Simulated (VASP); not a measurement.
A run of VASP 6.6.1 is set up as follows.

File POSCAR:

```
Ru
1.0
    2.7414067149      0.0000000000      0.0000000000
   -1.3707033574      2.3741278572      0.0000000000
    0.0000000000      0.0000000000      4.3382472512
Ru
2
Direct
    0.6666666667      0.3333333333      0.7500000000
    0.3333333333      0.6666666667      0.2500000000
```

File INCAR.step1:

```
SYSTEM = Ru
  PREC = Accurate
  ENCUT = 520
  ISMEAR = -1
  SIGMA = 0.05
  LREAL = .FALSE.
  LASPH = .TRUE.
  NELM = 80
  NBANDS = 21
  GGA = PE
  ALGO = Normal
  EDIFF = 1E-4
  LWAVE = .TRUE.
  LCHARG = .FALSE.
```

INCAR.step2

```
SYSTEM = Ru
  PREC = Accurate
  ENCUT = 520
  EDIFF = 1E-6
  ISMEAR = -1
  SIGMA = 0.05
  LREAL = .FALSE.
  LASPH = .TRUE.
  NELM = 80
  ALGO = Normal
  ISIF = 2
  LWAVE = .FALSE.
  LCHARG = .FALSE.
  METAGGA = R2SCAN
  LMIXTAU = .TRUE.
  LUSE_VDW = .TRUE.
  IVDW_NL = 2
  BPARAM = 11.95
  CPARAM = 0.0093
  NBANDS = 21
  ISTART = 1
```

The input KPOINTS:

```
Automatic mesh
0
G
  11 11 6
  0 0 0
```

Potentials or basis: VASP PAW PBE potentials, release 64 (Ru_pv).

The run is started by

```sh
$ cat potpaw_PBE.64/Ru_pv/POTCAR > POTCAR
$ cp INCAR.step1 INCAR
$ mpirun -np 1 vasp_std > vasp.out
$ cp INCAR.step2 INCAR
$ mpirun -np 1 vasp_std > vasp.out
```

Predict the pressure.

-14.6 GPa.

What does it give for the band gap on the k mesh?

Zero (band 14 reaches 13.48 eV, above the bottom of band 15 at 10.46 eV).

Stress tensor (GPa, compression positive):
```
-14.05   0.00   0.00
  0.00 -14.05   0.00
  0.00   0.00 -15.60
```

Caveat: the PAW data sets were made with another functional, which shifts forces and pressure a little.
